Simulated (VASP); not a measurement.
# Ge (Cmmm) in VASP: notebook, part 2 of 2

VASP 6.6.1.

### 4 Single point, PBE

This run uses another cell than the first one, of 19.61 Å³/atom, 1.064 times its volume.

File INCAR:

```
ALGO     = Normal         # electronic algorithm
EDIFF    = 1E-6           # SCF threshold, eV
ENCUT    = 520            # plane-wave cutoff, eV
GGA      = PE             # functional
ISIF     = 2              # what is computed and relaxed
ISMEAR   = -1             # smearing method
LASPH    = True           # aspherical terms in the spheres
LCHARG   = True           # write CHGCAR
LELF     = True           # ELF
LREAL    = False          # projectors in reciprocal space
LVHAR    = True         
LWAVE    = False          # write WAVECAR
NBANDS   = 13             # bands
NELM     = 100            # most SCF steps
PREC     = Accurate       # precision mode
SIGMA    = 0.05           # smearing width, eV
```

File KPOINTS:

```
k-points
0
Gamma
  11 11 10
```

File POSCAR:

```
Ge
1.0
    1.3971490000     -2.6005160000      0.0000000000
    1.3971490000      2.6005160000      0.0000000000
    0.0000000000      0.0000000000      2.6982310000
Ge
1
Direct
    0.5000000000      0.5000000000      0.0000000000
```

Potentials or basis: VASP PAW PBE potentials, release 64 (Ge_d).

On the command line:

```console
$ cat potpaw_PBE.64/Ge_d/POTCAR > POTCAR
$ mpirun -np 1 vasp_std > vasp.out
```

OUTCAR:

```text
EDIFF = 1E-6
   ENCUT = 520
   GGA = PE
   ISIF = 2
   ISMEAR = -1
   LASPH = True
   LREAL = False
   NELM = 100
   PREC = Accurate

 ion  position               nearest neighbor table
   1  0.500  0.500  0.000-

  LATTYP: Found a base centered orthorhombic cell.
 ALAT       =     2.7942980000
 B/A-ratio  =     1.8613018368
 C/A-ratio  =     0.9656203454

  Lattice vectors:

 A1 = (   1.3971490000,  -2.6005160000,   0.0000000000)
 A2 = (   1.3971490000,   2.6005160000,   0.0000000000)
 A3 = (   0.0000000000,   0.0000000000,   2.6982310000)

Analysis of symmetry for initial positions (statically):
=====================================================================
 Subroutine PRICEL returns:
 Original cell was already a primitive cell.

 Routine SETGRP: Setting up the symmetry group for a
 base centered orthorhombic supercell.

 Subroutine GETGRP returns: Found  8 space group operations
 (whereof  8 operations were pure point group operations)
 out of a pool of  8 trial point group operations.

The static configuration has the point symmetry D_2h.

Analysis of symmetry for dynamics (positions and initial velocities):
=====================================================================
 Subroutine PRICEL returns:
 Original cell was already a primitive cell.

 Routine SETGRP: Setting up the symmetry group for a
 base centered orthorhombic supercell.

 Subroutine GETGRP returns: Found  8 space group operations
 (whereof  8 operations were pure point group operations)
 out of a pool of  8 trial point group operations.

The dynamic configuration has the point symmetry D_2h.

 Subroutine INISYM returns: Found  8 space group operations
 (whereof  8 operations are pure point group operations),
 and found     1 'primitive' translations

----------------------------------------------------------------------------------------

                                     Primitive cell
[... 110 lines left out ...]
  volume/ion in A,a.u.               =      19.61       132.31
  Fermi-wavevector in a.u.,A,eV,Ry     =   1.463234  2.765111 29.130796  2.141053
  Thomas-Fermi vector in A             =   2.579353
   LORBIT       =      0    0 simple, 1 ext, 2 COOP (PROOUT), +10 PAW based schemes
   GGA     = PE    functional components
   LHFCALC =     F    Hartree Fock is set to
   AEXX    =    0.0000 exact exchange contribution
   IVDW    =     0    specifies the selected vdW correction
   LEPSILON=     F    determine dielectric tensor
   LRPA    =     F    only Hartree local field effects (RPA)
 non-spin polarized calculation
  energy-cutoff  :      520.00
  volume of cell :       19.61
 maximum number of plane-waves:       542
 NGX is ok and might be reduce to    24
   NGX = 11   NGY = 11   NGZ = 11

 number of electron      14.0000003 magnetization

 Free energy of the ion-electron system (eV)
  ---------------------------------------------------
  ext. energy  EPLUGINS =         0.00000000
  ---------------------------------------------------
  free energy    TOTEN  =        -4.26879865 eV

  energy without entropy =       -4.26485968  energy(sigma->0) =       -4.26682917

 E-fermi :   6.1871     XC(G=0): -11.0382

 val. band max:        6.1245390067   @ k =  -0.3636   0.0909   0.3000
 cond. band min:       6.1922351024   @ k =   0.3636   0.1818   0.1000
 fundamental gap:      0.0676960957
 Fermi energy:         6.1870963847

 k-point     1 :       0.0000    0.0000    0.0000
  band No.  band energies     occupation
      1     -18.5227      2.00000
      2     -18.4702      2.00000
      3     -18.4196      2.00000
      4     -18.3138      2.00000
      5     -18.2929      2.00000
      6      -6.6455      2.00000
      7      12.8823      0.00000
      8      13.3517      0.00000
      9      14.8626      0.00000
     10      16.3760      0.00000
     11      18.7118      0.00000
     12      21.0928      0.00000
     13      21.2208      0.00000
[... 354 lines left out ...]
  band No.  band energies     occupation
      1     -18.5140      2.00000
      2     -18.4662      2.00000
      3     -18.3948      2.00000
      4     -18.3255      2.00000
      5     -18.2952      2.00000
      6      -5.9386      2.00000
      7       8.4560      0.00000
      8      13.4313      0.00000
      9      13.5442      0.00000
     10      16.8172      0.00000
     11      18.3408      0.00000
     12      24.0007      0.00000
     13      24.0382      0.00000

 [... further k-points ...]
[... 5 lines left out ...]
  --------------------------------------------------------------------------------------
  -------------------------------------------------------------------------------------
  Total        0.0890926     -0.3307360     -0.0455186     -0.0000000      0.0000000      0.0000000
  in kB        7.2801616    -27.0259302     -3.7195270     -0.0000000      0.0000000      0.0000000
  external PRESSURE =      -7.8217652 kB  Pullay stress =       0.0000000 kB

 VOLUME and BASIS-vectors are now :
 -----------------------------------------------------------------------------
  energy-cutoff  :      520.00
  volume of cell :       19.61
      direct lattice vectors                 reciprocal lattice vectors
     1.397149000 -2.600516000  0.000000000     0.357871637 -0.192269534  0.000000000
     1.397149000  2.600516000  0.000000000     0.357871637  0.192269534  0.000000000
     0.000000000  0.000000000  2.698231000     0.000000000  0.000000000  0.370613191

 POSITION                                       TOTAL-FORCE (eV/Angst)
 -----------------------------------------------------------------------------------
      1.39715      0.00000      0.00000        -0.000000     -0.000000      0.000000
 -----------------------------------------------------------------------------------
    total drift:                               -0.000000     -0.000000     -0.000000

  FREE ENERGIE OF THE ION-ELECTRON SYSTEM (eV)
  ---------------------------------------------------
  free  energy   TOTEN  =        -4.2687986537 eV

  energy  without entropy=       -4.2648596805  energy(sigma->0) =       -4.26682917
```

stdout:

```text
POSCAR found type information on POSCAR Ge
 POSCAR found :  1 types and       1 ions
 scaLAPACK will be used
 LDA part: xc-table for (Slater+PW92), standard interpolation
 POSCAR, INCAR and KPOINTS ok, starting setup
 FFT: planning ... GRIDC
 FFT: planning ... GRID_SOFT
 FFT: planning ... GRID
 WAVECAR not read
 entering main loop
```

Run time: 86 s. Hardware: 1 thread of AMD EPYC 7R13, shared host; peak memory 0.14 GiB.

Results:

```yaml
Free_energy: -4.2688 eV
Pressure: -0.8 GPa
Band_gap_on_the_k_mesh: zero (band 7 reaches 12.88 eV, above the bottom of band 8 at 3.82 eV)
```

### 5 Single point, PBE (volume scaled by 1.04)

File INCAR:

```
SYSTEM = Ge
ALGO = Normal
EDIFF = 1E-6
ENCUT = 520
GGA = PE
ISIF = 2
ISMEAR = -1
LASPH = .True.
LCHARG = .True.
LELF = .True.
LREAL = .False.
LVHAR = .True.
LWAVE = .False.
NBANDS = 13
NELM = 60
PREC = Accurate
SIGMA = 0.05
```

File KPOINTS:

```
k-points
0
Gamma
  11 11 10
  0 0 0
```

File POSCAR:

```
Ge
1.0
    1.4155346479     -2.6347372402      0.0000000000
    1.4155346479      2.6347372402      0.0000000000
    0.0000000000      0.0000000000      2.7337381113
Ge
1
Direct
    0.5000000000      0.5000000000      0.0000000000
```

On the command line:

```console
$ cat potpaw_PBE.64/Ge_d/POTCAR > POTCAR
$ mpirun -np 1 vasp_std > vasp.out
```

Wall time 84 s (1 thread of AMD EPYC 7R13, shared host); peak memory 0.14 GiB.

Results (log left out):

| Quantity | Value |
| --- | --- |
| Free energy | -4.2605 eV |
| Pressure | -3.0 GPa |
| Band gap on the k mesh | zero (band 7 reaches 12.27 eV, above the bottom of band 8 at 3.55 eV) |

Stress tensor (GPa, compression positive):
```
-1.74  0.00  0.00
 0.00 -4.72  0.00
 0.00  0.00 -2.63
```

Levels at points of the mesh, in eV from the Fermi level:
```csv
k point,band 5,band 6,band 7,band 8,band 9,band 10
"(0.00, 0.00, 0.00)",-24.47,-12.52,6.49,6.90,8.34,10.04
"(0.00, 0.00, 0.50)",-24.50,-8.93,-5.39,9.56,10.99,15.71
```

Caveat: the cell differs from its parent crystal (volume scaled by 1.04).

### 6 Overview

| cell | gap on the mesh (eV) | pressure (GPa) |
| --- | --- | --- |
| a = 2.892, b = 2.892, c = 2.643 Å, angles 90.0, 90.0, 123.5°, 1 atom | none | 3.9 |
| a = 2.932, b = 2.932, c = 2.680 Å, angles 90.0, 90.0, 123.5°, 1 atom | none | 0.5 |
| a = 2.952, b = 2.952, c = 2.698 Å, angles 90.0, 90.0, 123.5°, 1 atom | none | -0.8 |
| a = 2.991, b = 2.991, c = 2.734 Å, angles 90.0, 90.0, 123.5°, 1 atom | none | -3.0 |

Alike in all rows: task single point; level PBE; potentials or basis VASP PAW PBE potentials, release 64 (Ge_d); no spin polarisation; k mesh 11 × 11 × 10; cutoff (eV) 520; smearing fermi-dirac 0.05 eV.

Absolute energies hang on the potentials; compare differences alone.
